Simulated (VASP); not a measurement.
## Al: single point with LDA

The system is Al, a slab with vacuum.

```
CELL_PARAMETERS angstrom
5.63369 0.00000 0.00000
-2.81684 4.87892 0.00000
0.00000 0.00000 20.03217
ATOMIC_POSITIONS crystal
Al 0.33333 0.16667 0.19968
Al 0.33333 0.66667 0.19968
Al 0.83333 0.16667 0.19968
Al 0.83333 0.66667 0.19968
Al 0.16667 0.33333 0.31281
Al 0.16667 0.83333 0.31281
Al 0.66667 0.33333 0.31281
Al 0.66667 0.83333 0.31281
Al 0.00000 0.00000 0.42592
Al 0.00000 0.50000 0.42592
Al 0.50000 0.00000 0.42592
Al 0.50000 0.50000 0.42592
Al 0.25000 0.16667 0.53618
```

| Item | Value |
| --- | --- |
| Program | VASP 6.6.1 |
| Task | single point |
| Functional | LDA |
| Potentials or basis | VASP PAW LDA potentials, release 64 (Al) |
| Cutoff | 520 eV |
| k mesh | 6 × 6 × 1 |
| Occupations | gaussian, width 0.1 eV |
| Spin | no spin polarisation |
| Dipole correction | yes |
| Further INCAR settings | ALGO = Normal; EDIFF = 1e-07; NBANDS = 32 |

| Property | Result |
| --- | --- |
| Largest force | 0.642 eV/Å |
| Band gap on the k mesh | zero (an odd number of electrons rules out a gap without spin polarisation) |

Forces in eV/Å, atoms in the order of the input:
```
Al  -0.032  0.003 -0.140
Al  -0.016 -0.015 -0.062
Al   0.009  0.013 -0.088
Al   0.007 -0.001 -0.108
Al  -0.002 -0.006 -0.046
Al   0.013  0.003 -0.007
Al   0.004 -0.023  0.018
Al   0.022  0.007  0.145
Al  -0.305 -0.297 -0.481
Al   0.073 -0.011  0.264
Al  -0.147  0.070  0.312
Al   0.032  0.023  0.189
Al   0.342  0.235  0.004
```

Levels at points of the mesh, in eV from the Fermi level:
```csv
k point,band 15,band 16,band 17,band 18,band 19,band 20,band 21,band 22,band 23,band 24
"(0.00, 0.00, 0.00)",-2.79,-2.73,-1.87,-0.85,-0.64,-0.56,-0.27,-0.18,-0.08,0.89
"(0.50, 0.00, 0.00)",-0.88,-0.50,-0.47,-0.26,-0.16,0.51,0.70,0.90,1.02,1.28
"(0.00, 0.50, 0.00)",-0.88,-0.51,-0.47,-0.26,-0.17,0.46,0.76,0.93,1.04,1.26
"(0.50, 0.50, 0.00)",-0.87,-0.50,-0.47,-0.25,-0.20,0.40,0.77,1.01,1.08,1.25
```

It took 7.6 min on 1 thread of Intel(R) Xeon(R) 6975P-C (Granite Rapids) (shared host), peak memory 0.55 GiB.
